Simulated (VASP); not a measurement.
Crystal: TeS2F2.

```
Te S F
1.0
    -2.19328    2.19328    5.25843
     2.19328   -2.19328    5.25843
     2.19328    2.19328   -5.25843
Te S F
1 2 2
Direct
  0.00000 0.00000 0.00000
  0.62937 0.62937 0.00000
  0.37063 0.37063 0.00000
  0.25000 0.75000 0.50000
  0.75000 0.25000 0.50000
```

The cell was built from a structure type or drawn by symmetry, and may not be a known phase.

- Program: VASP 6.6.1
- Task: relaxation of cell and atoms
- Functional: PBE
- Potentials or basis: VASP PAW PBE potentials, release 64 (Te, S, F)
- Cutoff: 600 eV
- k mesh: 6 × 6 × 6
- Occupations: gaussian, width 0.1 eV
- Spin: no spin polarisation

At the start: pressure -9.7 GPa; volume 20.24 Å³/atom.

Question: Where does the relaxation end?

Answer: Over 14 steps the energy falls by 439.3 meV/atom and the volume is 16.56 Å³/atom (-18.2 %); space group I4/mmm (No. 139, to 0.1 Å) before and after.

Step by step:
```tsv
step	energy change (eV)	largest force (eV/Å)	pressure (GPa)	volume (Å³)
1	0.0000	2.3572	-9.67	101.18
2	-1.3782	3.0602	-2.98	84.33
3	-1.6640	2.3464	8.50	74.27
4	-0.5308	11.6423	25.14	73.28
5	-1.8041	1.5751	9.38	74.11
6	-1.8528	0.9446	10.07	74.02
7	-1.8718	0.0888	11.20	73.90
8	-2.1839	0.0067	-1.43	85.15
9	-2.1909	0.0406	-0.11	83.45
10	-2.1909	0.0371	-0.27	83.65
11	-2.1938	0.0933	-0.35	83.47
12	-2.1947	0.2036	-0.41	83.31
13	-2.1962	0.0986	-0.11	83.01
14	-2.1966	0.0248	0.11	82.80
```

Final structure:
```
Te S F
1.0
    -2.01198    2.01198    5.11368
     2.01198   -2.01198    5.11368
     2.01198    2.01198   -5.11368
Te S F
1 2 2
Direct
  0.00000 0.00000 0.00000
  0.59796 0.59796 0.00000
  0.40204 0.40204 0.00000
  0.25000 0.75000 0.50000
  0.75000 0.25000 0.50000
```

Caveat: the volume moved by over 15 % at a fixed basis, so the end points are rough.
